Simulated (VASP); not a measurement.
# SnO (P1) in VASP: further runs, part 2 of 2

VASP 6.6.1. The steps go on from the part before.

## Step 3: Single point, PBE

INCAR reads:

```
  PREC = Accurate
  ENCUT = 520
  EDIFF = 1E-6
  ISMEAR = 0
  SIGMA = 0.02
  LREAL = False
  LASPH = True
  NELM = 60
  ALGO = Normal
  ISIF = 2
  LWAVE = False
  LCHARG = False
  GGA = PE
  NBANDS = 50
```

KPOINTS reads:

```
regular mesh
0
Gamma
  6 6 2
```

POSCAR reads:

```
SnO
1.0
    2.7626985156     -2.7298174925     -0.0291122843
    2.7525849748      2.7197072172     -0.0377131518
   -0.1247915414     -0.0160562955     10.2705592600
Sn O
4 4
Direct
    0.7355854614      0.2633795672      0.8633106553
    0.2739015173      0.7440484090      0.1349487425
    0.7572459698      0.2368651919      0.3670846305
    0.2410313243      0.7817785168      0.6349171530
    0.2718761633      0.2465292227      0.2467669246
    0.7431773681      0.7823784534      0.7491064042
    0.2215019945      0.2758207736      0.7494336474
    0.7780204891      0.7599118483      0.2534839953
```

Potentials or basis: VASP PAW PBE potentials, release 64 (Sn_d, O).

Run with:

```
cat potpaw_PBE.64/Sn_d/POTCAR potpaw_PBE.64/O/POTCAR > POTCAR
mpirun -np 1 vasp_std > vasp.out
```

OUTCAR:

```text
PREC = Accurate
   ENCUT = 520
   EDIFF = 1E-6
   ISMEAR = 0
   LREAL = False
   LASPH = True
   NELM = 60
   ISIF = 2
   GGA = PE

 ion  position               nearest neighbor table
   1  0.736  0.263  0.863-   6 2.18   7 2.24   7 2.30   6 2.35   4 3.53   4 3.57   4 3.63   4 3.71

   2  0.274  0.744  0.135-   5 2.24   5 2.26   8 2.29   8 2.29   3 3.55   3 3.61   3 3.64   3 3.74

   3  0.757  0.237  0.367-   8 2.17   5 2.24   8 2.36   5 2.37   2 3.55   2 3.61   2 3.64   2 3.74

   4  0.241  0.782  0.635-   7 2.23   6 2.26   6 2.28   7 2.31   1 3.53   1 3.57   1 3.63   1 3.71

   5  0.272  0.247  0.247-   3 2.24   2 2.24   2 2.26   3 2.37
   6  0.743  0.782  0.749-   1 2.18   4 2.26   4 2.28   1 2.35
   7  0.222  0.276  0.749-   4 2.23   1 2.24   1 2.30   4 2.31
   8  0.778  0.760  0.253-   3 2.17   2 2.29   2 2.29   3 2.36

  LATTYP: Found a triclinic cell.
 ALAT       =     3.8697485283
 B/A-ratio  =     1.4082416058
 C/A-ratio  =     2.6542628910
 COS(alpha) =     0.0031188179
 COS(beta)  =     0.0194855931
 COS(gamma) =     0.7015056038
[... 198 lines left out ...]
 fundamental gap:      0.4581893097
 Fermi energy:         6.0410905644

 k-point     1 :       0.0000    0.0000    0.0000
  band No.  band energies     occupation
      1     -15.7907      2.00000
      2     -15.7375      2.00000
      3     -15.4644      2.00000
      4     -15.4535      2.00000
      5     -15.4434      2.00000
      6     -15.4363      2.00000
[... 1261 lines left out ...]
     49      11.7633      0.00000
     50      11.8395      0.00000

 [... further k-points ...]

------------------------ aborting loop because EDIFF is reached ----------------------------------------

  FORCE on cell =-STRESS in cart. coord.  units (eV):
  Direction    XX          YY          ZZ          XY          YZ          ZX
  --------------------------------------------------------------------------------------
  -------------------------------------------------------------------------------------
  Total       -1.5474168     -0.0137230     -1.4673152      0.6143036      0.5693550      1.4515332
  in kB      -16.0654853     -0.1424741    -15.2338596      6.3777811      5.9111185     15.0700088
  external PRESSURE =     -10.4806063 kB  Pullay stress =       0.0000000 kB

 VOLUME and BASIS-vectors are now :
 -----------------------------------------------------------------------------
  energy-cutoff  :      520.00
  volume of cell :      154.32
      direct lattice vectors                 reciprocal lattice vectors
     2.762698516 -2.729817493 -0.029112284     0.181001756 -0.183163309  0.001912901
     2.752584975  2.719707217 -0.037713152     0.181681582  0.183843354  0.002494915
    -0.124791541 -0.016056296 10.270559260     0.001180185  0.000155883  0.097380265

 POSITION                                       TOTAL-FORCE (eV/Angst)
 -----------------------------------------------------------------------------------
      2.64944     -1.30556      8.83534         0.268483      0.211247     -0.072358
      2.78792      1.27373      1.34996        -0.102169      0.073436      0.381076
      2.69822     -1.42883      3.73919         0.413361      0.123734     -0.450201
      2.73858      1.45804      6.48445        -0.233603     -0.067726      0.210958
      1.39891     -0.07565      2.51722         0.144118      0.152888      0.268713
      4.11326      0.08707      7.64260        -0.434826     -0.010670     -0.110407
      1.27764      0.13346      7.68025         0.413219     -0.256467     -0.021856
      4.20953     -0.06119      2.55211        -0.468583     -0.226443     -0.205925
 -----------------------------------------------------------------------------------
    total drift:                                0.000439     -0.000141      0.000443

  FREE ENERGIE OF THE ION-ELECTRON SYSTEM (eV)
  ---------------------------------------------------
  free  energy   TOTEN  =       -45.3297478050 eV

  energy  without entropy=      -45.3297478050  energy(sigma->0) =      -45.32974781
```

OSZICAR:

```text
N       E                     dE             d eps       ncg     rms          rms(c)
DAV:   1     0.105580273323E+04    0.10558E+04   -0.38026E+04  4318   0.239E+03
DAV:   2     0.166311294365E+03   -0.88949E+03   -0.85110E+03  4112   0.677E+02
DAV:   3    -0.346316773385E+02   -0.20094E+03   -0.19065E+03  4548   0.247E+02
DAV:   4    -0.524642186282E+02   -0.17833E+02   -0.17508E+02  4680   0.761E+01
DAV:   5    -0.531130604295E+02   -0.64884E+00   -0.64704E+00  4580   0.151E+01    0.165E+01
DAV:   6    -0.452996953397E+02    0.78134E+01   -0.32454E+01  6226   0.515E+01    0.697E+00
DAV:   7    -0.453793146282E+02   -0.79619E-01   -0.51020E+00  4462   0.996E+00    0.385E+00
DAV:   8    -0.453564120612E+02    0.22903E-01   -0.96539E-01  6016   0.518E+00    0.136E+00
DAV:   9    -0.453269494628E+02    0.29463E-01   -0.15629E-01  6132   0.335E+00    0.411E-01
DAV:  10    -0.453317525375E+02   -0.48031E-02   -0.28125E-02  5434   0.138E+00    0.354E-01
DAV:  11    -0.453296106772E+02    0.21419E-02   -0.66809E-03  5768   0.680E-01    0.816E-02
DAV:  12    -0.453297537695E+02   -0.14309E-03   -0.23524E-03  5130   0.208E-01    0.575E-02
DAV:  13    -0.453297488731E+02    0.48964E-05   -0.12556E-04  5296   0.992E-02    0.324E-02
DAV:  14    -0.453297496305E+02   -0.75740E-06   -0.11409E-05  4332   0.188E-02    0.185E-02
DAV:  15    -0.453297486226E+02    0.10078E-05   -0.46970E-06  3972   0.109E-02    0.748E-03
DAV:  16    -0.453297478050E+02    0.81760E-06   -0.16145E-06  3376   0.952E-03
   1 F= -.45329748E+02 E0= -.45329748E+02  d E =-.495786E-18
```

stdout:

```text
POSCAR found type information on POSCAR SnO
 POSCAR found :  2 types and       8 ions
 scaLAPACK will be used
 LDA part: xc-table for (Slater+PW92), standard interpolation
 POSCAR, INCAR and KPOINTS ok, starting setup
 FFT: planning ... GRIDC
 FFT: planning ... GRID_SOFT
 FFT: planning ... GRID
 WAVECAR not read
 entering main loop
```

Run time: 11 min. Hardware: 1 thread of Intel Xeon 8259CL, shared host; peak memory 0.39 GiB.

What came out:

```yaml
Free_energy: -45.3297 eV
Pressure: -1.0 GPa
Largest_force: 0.624 eV/Å
Band_gap_on_the_k_mesh: 0.46 eV, indirect (least direct gap 1.80 eV)
```

Forces on the atoms (eV/Å):
```
Sn   0.268  0.211 -0.072
Sn  -0.102  0.073  0.381
Sn   0.413  0.124 -0.450
Sn  -0.234 -0.068  0.211
O    0.144  0.153  0.269
O   -0.435 -0.011 -0.110
O    0.413 -0.256 -0.022
O   -0.469 -0.226 -0.206
```

Stress tensor (GPa, compression positive):
```
-1.61  0.64  1.51
 0.64 -0.01  0.59
 1.51  0.59 -1.52
```

Caveat: spin-orbit coupling is left out, which moves the levels of the heavy elements.
